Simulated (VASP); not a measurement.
Set up this calculation in VASP 6.6.1, as the native input.

* Task: relaxation of cell and atoms
* Functional: LDA
* Potentials or basis: VASP PAW LDA potentials, release 64 (Al, O)
* Cutoff: 600 eV
* k mesh: 12 × 12 × 4
* Occupations: fermi-dirac, width 0.02 eV
* Spin: no spin polarisation
* Dipole correction: no
* Further INCAR settings: ALGO = Normal; EDIFF = 1e-06; IBRION = 2; EDIFFG = -0.005; NSW = 80; ISIF = 3

The structure of Al2O3 lies in POSCAR:

```
Al2O3
1.0
    2.8882294715      0.0000000000      0.0000000000
   -1.4441147358      2.5012800943      0.0000000000
    0.0000000000      0.0000000000      7.5302785065
Al O
2 3
Direct
    0.3333333333      0.6666666667      0.1827987312
    0.6666666667      0.3333333333      0.8172012688
    0.0000000000      0.0000000000      0.0000000000
    0.3333333333      0.6666666667      0.7268084405
    0.6666666667      0.3333333333      0.2731915595
```

One way to write it, as run:

INCAR

```
PREC     = Accurate       # precision mode
ENCUT    = 600            # plane-wave cutoff, eV
EDIFF    = 1E-6           # SCF threshold, eV
ISMEAR   = -1             # smearing method
SIGMA    = 0.02           # smearing width, eV
LREAL    = False          # projectors in reciprocal space
LASPH    = True           # aspherical terms in the spheres
NELM     = 80             # most SCF steps
ALGO     = Normal         # electronic algorithm
ISIF     = 3              # what is computed and relaxed
LWAVE    = False          # write WAVECAR
LCHARG   = False          # write CHGCAR
IBRION   = 2              # ionic algorithm
NSW      = 80             # ionic steps
EDIFFG   = -0.005         # ionic threshold
```

KPOINTS

```
regular mesh
0
Gamma
  12 12 4
```

Potentials or basis: VASP PAW LDA potentials, release 64 (Al, O).

The run is started by

```sh
$ cat potpaw_LDA.64/Al/POTCAR potpaw_LDA.64/O/POTCAR > POTCAR
$ mpirun -np 1 vasp_std > vasp.out
```

Results of the run:

* Relaxed volume: 9.21 Å³/atom
* Relaxed cell: a = 2.856 Å, b = 2.856 Å, c = 6.521 Å, α = 90.00°, β = 90.00°, γ = 120.00°
* Space group after relaxing (to 0.1 Å): P-3m1 (No. 164)
* Energy gained by relaxing: 26.9 meV/atom
* Ionic steps: 43
* Pressure after relaxing: 0.0 GPa
* Band gap on the k mesh: 4.64 eV

Caveat: the volume moved by over 15 % at a fixed basis, so the end points are rough.

It took 7.8 min on 1 thread of Intel(R) Xeon(R) 6975P-C (Granite Rapids), with other jobs on the host, peak memory 0.2 GiB.
